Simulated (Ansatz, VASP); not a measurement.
## Ag in VASP and in Ansatz

INCAR

```
ALGO = Normal
EDIFF = 1E-6
ENCUT = 520
GGA = PS
ISIF = 2
ISMEAR = 0
LASPH = True
LCHARG = False
LREAL = False
LWAVE = False
NBANDS = 12
NELM = 60
PREC = Accurate
SIGMA = 0.15
```

File KPOINTS:

```
k-points
0
Gamma
  20 20 20
```

Contents of POSCAR:

```
Ag
1.0
   -1.5894278400      1.5894278400      1.5894278400
    1.5894278400     -1.5894278400      1.5894278400
    1.5894278400      1.5894278400     -1.5894278400
Ag
1
Direct
    0.0000000000      0.0000000000      0.0000000000
```

Input for Ansatz:

```yaml
crystal:
  lattice:
    - [-1.58942784, 1.58942784, 1.58942784]
    - [1.58942784, -1.58942784, 1.58942784]
    - [1.58942784, 1.58942784, -1.58942784]
  atoms:
    - { symbol: Ag, position: [0.0, 0.0, 0.0] }
basis:
  ecutwfc: 420
kpoints:
  mp_grid: { grid: [20, 20, 20] }
hamiltonian:
  xc: pbesol
scf:
  occupations: { method: gaussian, width: 0.15 }
output:
  forces: true
  stress: true
  eigenvalues: true
```

Change from the starting cell: strain -0.040 along x and y, -0.040 along z, atoms carried along.

Alike in both runs: task single point; functional PBEsol; k mesh 20 × 20 × 20; occupations gaussian, width 0.15 eV; no spin polarisation.

```csv
,VASP,Ansatz
version,VASP 6.6.1,Ansatz 0.2.0
potentials or method,"VASP PAW PBE potentials, release 64 (Ag), cutoff 520 eV","scalar-relativistic, plane waves, PAW"
valence electrons in the cell,11,19
```

|  | VASP | Ansatz | Ansatz less VASP |
| --- | --- | --- | --- |
| gap on the k mesh at the Fermi level (eV) | none | none | - |
| pressure (GPa) | 5.3 | 5.6 | +0.30 |

VASP's potentials were made for PBE, not for PBEsol. A gap of «none» marks a metal or a gap that the smearing closes. The functional is the same, so the differences come from potentials, cutoffs and numerics. VASP's potentials hold 11 valence electrons a cell and Ansatz's 19, so a difference there can come from the potentials and not from the codes.
